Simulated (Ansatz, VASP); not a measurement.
## Two plane-wave programs on Co

```
CELL_PARAMETERS angstrom
2.53600 0.00000 0.00000
-1.26800 2.19624 0.00000
0.00000 0.00000 4.13600
ATOMIC_POSITIONS crystal
Co 0.33333 0.66667 0.25000
Co 0.66667 0.33333 0.75000
```

Alike in both runs: task single point; functional PBEsol; k mesh 14 × 14 × 8; occupations fermi-dirac, width 0.1 eV; collinear spin.

|  | VASP | Ansatz |
| --- | --- | --- |
| version | VASP 6.6.1 | Ansatz 0.2.0 |
| potentials or method | VASP PAW PBE potentials, release 64 (Co), cutoff 520 eV | PAW, plane waves, scalar-relativistic |
| valence electrons in the cell | 18 | 34 |

|  | VASP | Ansatz | Ansatz less VASP |
| --- | --- | --- | --- |
| pressure (GPa) | -24.2 | -19.5 | +4.67 |
| traceless stress, the component that is largest in VASP (GPa) | 1.00 | -1.19 | -2.192 |
| net moment per atom (μB) | 0.00 | 1.67 | +1.668 |
| size of the moment on the site where the two differ most (μB) | 1.10 | 1.74 | +0.637 |

The net moments are unlike, so the other rows may belong to different states. VASP's potentials were made for PBE, not for PBEsol. Site moments also hang on the region over which each program counts them. VASP's potentials hold 18 valence electrons a cell and Ansatz's 34, so a difference there can come from the potentials and not from the codes. Ansatz's warnings: seeded moment not kept.
